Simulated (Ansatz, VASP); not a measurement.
## One calculation of HfB, two programs

```
Hf B
1.0
     0.00000    2.39370    2.39370
     2.39370    0.00000    2.39370
     2.39370    2.39370    0.00000
Hf B
1 1
Cartesian
  2.3937 2.3937 2.3937
  0.0000 0.0000 0.0000
```

Alike in both runs: task single point; functional PBEsol; k mesh 16 × 16 × 16; occupations gaussian, width 0.15 eV; no spin polarisation.

|  | VASP | Ansatz |
| --- | --- | --- |
| version | VASP 6.6.1 | Ansatz 0.2.0 |
| potentials or method | VASP PAW PBE potentials, release 64 (Hf_pv, B), cutoff 520 eV | scalar-relativistic, plane waves, PAW |
| valence electrons in the cell | 13 | 29 |

```tsv
	VASP	Ansatz	Ansatz less VASP
gap on the k mesh at the Fermi level (eV)	none	none	-
pressure (GPa)	0.4	0.0	-0.34
```

VASP's potentials were made for PBE, not for PBEsol. A gap of «none» marks a metal or a gap that the smearing closes. VASP's potentials hold 13 valence electrons a cell and Ansatz's 29, so a difference there can come from the potentials and not from the codes.

Neither program's run includes spin-orbit coupling.
